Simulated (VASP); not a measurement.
# SiC (P6_3mc) in VASP: notebook

SiC is run at these levels: r2SCAN, PBE; tasks: single point, relaxation of cell and atoms.

All numbers are computed with VASP 6.6.1; they aren't measurements. Logs are shortened: lines on timing, memory, paths and dates and some standing lists are left out, and cuts for length are marked.

### 1 The cell of the first run

The structure is hexagonal, space group P6_3mc (No. 186). The conventional cell has a = 3.075 Å, b = 3.075 Å, c = 5.048 Å, α = 90.00°, β = 90.00°, γ = 120.00°. Si (site symmetry 3m) has 4 C at 1.88 to 1.90 Å within 2.5 Å. C (site symmetry 3m) has 4 Si at 1.88 to 1.90 Å within 2.5 Å.

### 2 Single point, r2SCAN

The input, POSCAR:

```
SiC
1.0
    3.0753562278      0.0000000000      0.0000000000
   -1.5376781139      2.6633366190      0.0000000000
    0.0000000000      0.0000000000      5.0481082228
Si C
2 2
Direct
    0.3333333333      0.6666666667     -0.0004084119
    0.6666666667      0.3333333333      0.4995915881
    0.3333333333      0.6666666667      0.3754084119
    0.6666666667      0.3333333333      0.8754084119
```

The input, INCAR.step1:

```
SYSTEM = SiC
PREC = Accurate ; ENCUT = 520
ISMEAR = 0 ; SIGMA = 0.01
LREAL = .False. ; LASPH = .True.
NELM = 100 ; NBANDS = 16
GGA = PE ; ALGO = Normal
EDIFF = 1E-4 ; LWAVE = .True.
LCHARG = .False.
```

The input, INCAR.step2:

```
SYSTEM = SiC
PREC = Accurate ; ENCUT = 520
EDIFF = 1E-7 ; ISMEAR = 0
SIGMA = 0.01 ; LREAL = .False.
LASPH = .True. ; NELM = 100
ALGO = Normal ; ISIF = 2
LWAVE = .False. ; LCHARG = .False.
METAGGA = R2SCAN ; LMIXTAU = .True.
NBANDS = 16 ; ISTART = 1
```

The input, KPOINTS:

```
regular mesh
0
Gamma
  12 12 6
  0 0 0
```

Potentials or basis: VASP PAW PBE potentials, release 64 (Si, C).

The run is started by

```bash
$ cat potpaw_PBE.64/Si/POTCAR potpaw_PBE.64/C/POTCAR > POTCAR
$ cp INCAR.step1 INCAR
$ mpirun -np 1 vasp_std > vasp.out
$ cp INCAR.step2 INCAR
$ mpirun -np 1 vasp_std > vasp.out
```

OUTCAR:

```text
SYSTEM = SiC
   PREC = Accurate
   ENCUT = 520
   EDIFF = 1E-7
   ISMEAR = 0
   LREAL = .False.
   LASPH = .True.
   NELM = 100
   ISIF = 2
   METAGGA = R2SCAN
   ISTART = 1

 ion  position               nearest neighbor table
   1  0.333  0.667  1.000-   4 1.88   4 1.88   4 1.88   3 1.90   2 3.09   2 3.09   2 3.09   2 3.09
                             2 3.09   2 3.09
   2  0.667  0.333  0.500-   3 1.88   3 1.88   3 1.88   4 1.90   1 3.09   1 3.09   1 3.09   1 3.09
                             1 3.09   1 3.09
   3  0.333  0.667  0.375-   2 1.88   2 1.88   2 1.88   1 1.90
   4  0.667  0.333  0.875-   1 1.88   1 1.88   1 1.88   2 1.90

  LATTYP: Found a hexagonal cell.
 ALAT       =     3.0753562278
 C/A-ratio  =     1.6414710521

  Lattice vectors:

 A1 = (   3.0753562278,   0.0000000000,   0.0000000000)
 A2 = (  -1.5376781139,   2.6633366190,   0.0000000000)
 A3 = (   0.0000000000,   0.0000000000,   5.0481082228)

Analysis of symmetry for initial positions (statically):
=====================================================================
 Subroutine PRICEL returns:
 Original cell was already a primitive cell.

 Routine SETGRP: Setting up the symmetry group for a
 hexagonal supercell.

 Subroutine GETGRP returns: Found 12 space group operations
 (whereof  6 operations were pure point group operations)
 out of a pool of 24 trial point group operations.

The static configuration has the point symmetry C_3v.
 The point group associated with its full space group is C_6v.

Analysis of symmetry for dynamics (positions and initial velocities):
=====================================================================
 Subroutine PRICEL returns:
 Original cell was already a primitive cell.

 Routine SETGRP: Setting up the symmetry group for a
 hexagonal supercell.

 Subroutine GETGRP returns: Found 12 space group operations
 (whereof  6 operations were pure point group operations)
 out of a pool of 24 trial point group operations.

The dynamic configuration has the point symmetry C_3v.
 The point group associated with its full space group is C_6v.

 Subroutine INISYM returns: Found 12 space group operations
 (whereof  6 operations are pure point group operations),
 and found     1 'primitive' translations

----------------------------------------------------------------------------------------

                                     Primitive cell

  volume of cell :      41.3476

  direct lattice vectors                    reciprocal lattice vectors
     3.075356228  0.000000000  0.000000000     0.325165583  0.187734437  0.000000000
    -1.537678114  2.663336619  0.000000000     0.000000000  0.375468873  0.000000000
     0.000000000  0.000000000  5.048108223     0.000000000  0.000000000  0.198094010

  length of vectors
     3.075356228  3.075356228  5.048108223     0.375468873  0.375468873  0.198094010

  position of ions in fractional coordinates (direct lattice)
     0.333333333  0.666666667  0.999591588
     0.666666667  0.333333333  0.499591588
     0.333333333  0.666666667  0.375408412
     0.666666667  0.333333333  0.875408412

  ion indices of the primitive-cell ions
   primitive index   ion index
                 1           1
                 2           2
                 3           3
                 4           4

----------------------------------------------------------------------------------------

 KPOINTS: regular mesh

Automatic generation of k-mesh.
 Grid dimensions read from file:
 generate k-points for:   12   12    6

 Generating k-lattice:

  Cartesian coordinates                     Fractional coordinates (reciprocal lattice)
     0.027097132  0.015644536  0.000000000     0.083333333  0.000000000  0.000000000
     0.000000000  0.031289073  0.000000000     0.000000000  0.083333333  0.000000000
     0.000000000  0.000000000  0.033015668     0.000000000  0.000000000  0.166666667

  Length of vectors
     0.031289073  0.031289073  0.033015668

  Shift w.r.t. Gamma in fractional coordinates (k-lattice)
     0.000000000  0.000000000  0.000000000

 Subroutine IBZKPT returns following result:
 ===========================================

 Found     76 irreducible k-points:

 Following reciprocal coordinates:
            Coordinates               Weight
  0.000000  0.000000  0.000000      1.000000
  0.083333  0.000000  0.000000      6.000000
  0.166667  0.000000  0.000000      6.000000
  0.250000  0.000000  0.000000      6.000000
  0.333333  0.000000  0.000000      6.000000
  0.416667  0.000000  0.000000      6.000000
[... 16 lines left out ...]
  0.250000  0.000000  0.166667     12.000000
  0.333333  0.000000  0.166667     12.000000
 [... further k-points ...]
   k-points           NKPTS =     76   k-points in BZ     NKDIM =     76   number of bands    NBANDS=     16
   number of dos      NEDOS =    301   number of ions     NIONS =      4
   total plane-waves  NPLWV =  23040
   dimension x,y,z NGX =    24 NGY =   24 NGZ =   40
   dimension x,y,z NGXF=    48 NGYF=   48 NGZF=   80
   ions per type =               2   2
   NGX,Y,Z   is equivalent  to a cutoff of  12.97, 12.97, 13.17 a.u.
   NGXF,Y,Z  is equivalent  to a cutoff of  25.95, 25.95, 26.35 a.u.
 SYSTEM =  SiC
   PREC   = accura    normal or accurate (medium, high low for compatibility)
   ISTART =      1    job   : 0-new  1-cont  2-samecut
   ICHARG =      0    charge: 1-file 2-atom 10-const
   ISPIN  =      1    spin polarized calculation?
   LNONCOLLINEAR =      F non collinear calculations
   LSORBIT =      F    spin-orbit coupling
   LASPH  =      T    aspherical Exc in radial PAW
   ENCUT  =  520.0 eV  38.22 Ry    6.18 a.u.   5.72  5.72  9.39*2*pi/ulx,y,z
   NELM   =    100;   NELMIN=  2; NELMDL=  0     # of ELM steps
   EDIFF  = 0.1E-06   stopping-criterion for ELM
   LREAL  =      F    real-space projection
   EDIFFG = 0.1E-05   stopping-criterion for IOM
   NSW    =      0    number of steps for IOM
   IBRION =     -1    ionic relax: 0-MD 1-quasi-New 2-CG
   NFREE  =      0    steps in history (QN), initial steepest desc. (CG)
   ISIF   =      2    stress and relaxation
   ISYM   =      2    0-nonsym 1-usesym 2-fastsym
   POTIM  = 0.5000    time-step for ionic-motion
   TEBEG  =    0.0;   TEEND  =   0.0 temperature during run
   PSTRESS=    0.0 pullay stress
   NELECT =      16.0000    total number of electrons
   NUPDOWN=      -1.0000    fix difference up-down
   EMIN   =  10.00;   EMAX   =-10.00  energy-range for DOS
   EFERMI =   0.00;   METHOD = LEGACY
   ISMEAR =     0;   SIGMA  =   0.01  broadening in eV -4-tet -1-fermi 0-gaus
   EFERMI_NEDOS =   21; number of points for ismear=-14 and -15
   IALGO  =     38    algorithm
   IMIX   =      4    mixing-type and parameters
     AMIX     =   0.40;   BMIX     =  1.00
     AMIX_MAG =   1.60;   BMIX_MAG =  1.00
  volume/ion in A,a.u.               =      10.34        69.76
  Fermi-wavevector in a.u.,A,eV,Ry     =   1.192975  2.254396 19.363676  1.423190
  Thomas-Fermi vector in A             =   2.329001
   LORBIT       =      0    0 simple, 1 ext, 2 COOP (PROOUT), +10 PAW based schemes
   METAGGA = R2SCAN    functional components
   LHFCALC =     F    Hartree Fock is set to
   AEXX    =    0.0000 exact exchange contribution
   IVDW    =     0    specifies the selected vdW correction
   LEPSILON=     F    determine dielectric tensor
   LRPA    =     F    only Hartree local field effects (RPA)
 non-spin polarized calculation
 Gauss-broadening in eV      SIGMA  =   0.01
  energy-cutoff  :      520.00
  volume of cell :       41.35
 maximum number of plane-waves:      1126
 NGX is ok and might be reduce to    24
   NGX = 11   NGY = 11   NGZ = 19

 number of electron      16.0000000 magnetization

 Free energy of the ion-electron system (eV)
  ---------------------------------------------------
  ext. energy  EPLUGINS =         0.00000000
  ---------------------------------------------------
  free energy    TOTEN  =       -38.63788931 eV

  energy without entropy =      -38.63788931  energy(sigma->0) =      -38.63788931

 E-fermi :   8.2144     XC(G=0): -11.9291

 val. band max:        8.1455223080   @ k =   0.0000   0.0000   0.0000
 cond. band min:      10.8047744499   @ k =   0.3333   0.3333   0.0000
 fundamental gap:      2.6592521420
 Fermi energy:         8.2143594571

 k-point     1 :       0.0000    0.0000    0.0000
  band No.  band energies     occupation
      1      -8.2091      2.00000
      2      -4.5818      2.00000
      3      -0.8462      2.00000
      4       6.7600      2.00000
      5       6.7600      2.00000
      6       8.0327      2.00000
[... 8 lines left out ...]
     15      17.7250      0.00000
     16      20.1766      0.00000

 k-point     2 :       0.0833    0.0000    0.0000
  band No.  band energies     occupation
      1      -8.0842      2.00000
      2      -4.4765      2.00000
      3      -0.7310      2.00000
      4       6.0615      2.00000
      5       6.5411      2.00000
      6       7.6625      2.00000
[... 8 lines left out ...]
     15      18.0510      0.00000
     16      19.1999      0.00000

 k-point     3 :       0.1667    0.0000    0.0000
  band No.  band energies     occupation
      1      -7.7131      2.00000
      2      -4.1708      2.00000
      3      -0.3949      2.00000
      4       4.5290      2.00000
      5       6.0443      2.00000
      6       6.4946      2.00000
[... 8 lines left out ...]
     15      18.3880      0.00000
     16      18.7397      0.00000
[... 362 lines left out ...]
 k-point    23 :       0.2500    0.0000    0.1667
  band No.  band energies     occupation
      1      -6.9719      2.00000
      2      -4.1746      2.00000
      3       0.6971      2.00000
      4       3.0716      2.00000
      5       4.6428      2.00000
      6       5.6058      2.00000
[... 8 lines left out ...]
     15      19.6680      0.00000
     16      19.7471      0.00000

 k-point    24 :       0.3333    0.0000    0.1667
  band No.  band energies     occupation
      1      -6.1701      2.00000
      2      -3.5923      2.00000
      3       0.5510      2.00000
      4       2.3140      2.00000
      5       3.1587      2.00000
      6       5.1620      2.00000
[... 8 lines left out ...]
     15      20.3493      0.00000
     16      21.0761      0.00000

 [... further k-points ...]

------------------------ aborting loop because EDIFF is reached ----------------------------------------

  FORCE on cell =-STRESS in cart. coord.  units (eV):
  Direction    XX          YY          ZZ          XY          YZ          ZX
  --------------------------------------------------------------------------------------
  -------------------------------------------------------------------------------------
  Total       -0.0499474     -0.0499474     -0.0422888      0.0000000      0.0000000      0.0000000
  in kB       -1.9354130     -1.9354130     -1.6386497      0.0000000      0.0000000      0.0000000
  external PRESSURE =      -1.8364919 kB  Pullay stress =       0.0000000 kB

 VOLUME and BASIS-vectors are now :
 -----------------------------------------------------------------------------
  energy-cutoff  :      520.00
  volume of cell :       41.35
      direct lattice vectors                 reciprocal lattice vectors
     3.075356228  0.000000000  0.000000000     0.325165583  0.187734437  0.000000000
    -1.537678114  2.663336619  0.000000000     0.000000000  0.375468873  0.000000000
     0.000000000  0.000000000  5.048108223     0.000000000  0.000000000  0.198094010

 POSITION                                       TOTAL-FORCE (eV/Angst)
 -----------------------------------------------------------------------------------
     -0.00000      1.77556      5.04605         0.000000     -0.000000      0.001084
      1.53768      0.88778      2.52199        -0.000000      0.000000      0.001084
     -0.00000      1.77556      1.89510         0.000000     -0.000000     -0.001084
      1.53768      0.88778      4.41916         0.000000      0.000000     -0.001084
 -----------------------------------------------------------------------------------
    total drift:                               -0.000000     -0.000000      0.000398

  FREE ENERGIE OF THE ION-ELECTRON SYSTEM (eV)
  ---------------------------------------------------
  free  energy   TOTEN  =       -38.6378893147 eV

  energy  without entropy=      -38.6378893147  energy(sigma->0) =      -38.63788931
```

Run time: 2.5 min. Hardware: 1 thread of Intel Xeon Platinum 8559C (Emerald Rapids), shared host; peak memory 0.18 GiB.

What came out:

* Free energy: -38.6379 eV
* Pressure: -0.2 GPa
* Band gap on the k mesh: 2.66 eV, indirect (least direct gap 4.48 eV)

Caveat: the PAW data sets were made with another functional, which shifts forces and pressure a little. A k mesh can miss the band edges.

### 3 Relaxation of cell and atoms, PBE

This run uses another cell than the first one, of 9.15 Å³/atom, 0.885 times its volume.

The input, INCAR:

```
ALGO = Normal
EDIFF = 1E-6
EDIFFG = -0.005
ENCUT = 600
GGA = PE
IBRION = 2
ISIF = 3
ISMEAR = -1
LASPH = True
LCHARG = False
LREAL = False
LWAVE = False
NELM = 80
NSW = 80
PREC = Accurate
SIGMA = 0.02
```

The input, KPOINTS:

```
k-points
0
Gamma
  12 12 6
```

The input, POSCAR:

```
SiC
1.0
    2.9581671127      0.0000000000      0.0000000000
   -1.4790835564      2.5618478682      0.0000000000
    0.0000000000      0.0000000000      4.8306868950
Si C
2 2
Direct
    0.3333333333      0.6666666667      0.0000000000
    0.6666666667      0.3333333333      0.5000000000
    0.3333333333      0.6666666667      0.3750000000
    0.6666666667      0.3333333333      0.8750000000
```

Potentials or basis: VASP PAW PBE potentials, release 64 (Si, C).

The run is started by

```bash
$ cat potpaw_PBE.64/Si/POTCAR potpaw_PBE.64/C/POTCAR > POTCAR
$ mpirun -np 1 vasp_std > vasp.out
```

Wall time 1.9 min (1 thread of Intel Xeon Platinum 8559C (Emerald Rapids), shared host); peak memory 0.17 GiB.

The run converged. Its results:

* Free energy: -30.1085 eV
* Relaxed volume: 10.50 Å³/atom
* Relaxed cell: a = 3.092 Å, b = 3.092 Å, c = 5.073 Å, α = 90.00°, β = 90.00°, γ = 120.00°
* Space group after relaxing (to 0.05 Å): P6_3mc (No. 186)
* Energy gained by relaxing: 143.4 meV/atom
* Ionic steps: 9
* Pressure after relaxing: 0.0 GPa
* Band gap on the k mesh: 2.30 eV, indirect (least direct gap 3.94 eV)

Forces in eV/Å, atoms in the order of the input:
```
Si   0.000  0.000  0.002
Si   0.000  0.000  0.002
C    0.000  0.000 -0.002
C    0.000  0.000 -0.002
```

Stress tensor (GPa, compression positive):
```
-0.04  0.00  0.00
 0.00 -0.04  0.00
 0.00  0.00  0.04
```

Step by step:
```csv
step,energy change (eV),largest force (eV/Å),pressure (GPa),volume (Å³)
1,0.0000,0.1667,38.05,36.61
2,0.0849,0.1325,-24.84,49.37
3,-0.5728,0.0723,-0.84,42.16
4,-0.5732,0.0691,-0.09,42.01
5,-0.5731,0.0665,0.48,41.90
6,-0.5733,0.0403,0.39,41.92
7,-0.5734,0.0006,0.42,41.91
8,-0.5735,0.0045,-0.28,42.05
9,-0.5735,0.0024,-0.02,42.00
```

Final structure:
```
Si C
1.0
     3.09175    0.00000    0.00000
    -1.54588    2.67754    0.00000
     0.00000    0.00000    5.07305
Si C
2 2
Direct
  0.33333 0.66667 0.99956
  0.66667 0.33333 0.49956
  0.33333 0.66667 0.37544
  0.66667 0.33333 0.87544
```

Levels at points of the mesh, in eV from the valence-band top:
```csv
k point,band 6,band 7,band 8,band 9,band 10,band 11
"(0.00, 0.00, 0.00)",-0.11,0.00,0.00,4.67,6.05,6.58
"(0.50, 0.00, 0.00)",-3.29,-3.24,-1.19,2.75,4.21,6.76
"(0.00, 0.00, 0.50)",-0.71,-0.71,-0.71,5.76,5.76,7.27
"(0.50, 0.00, 0.50)",-2.42,-2.31,-2.31,3.25,3.25,5.19
```

A k mesh can miss the band edges.
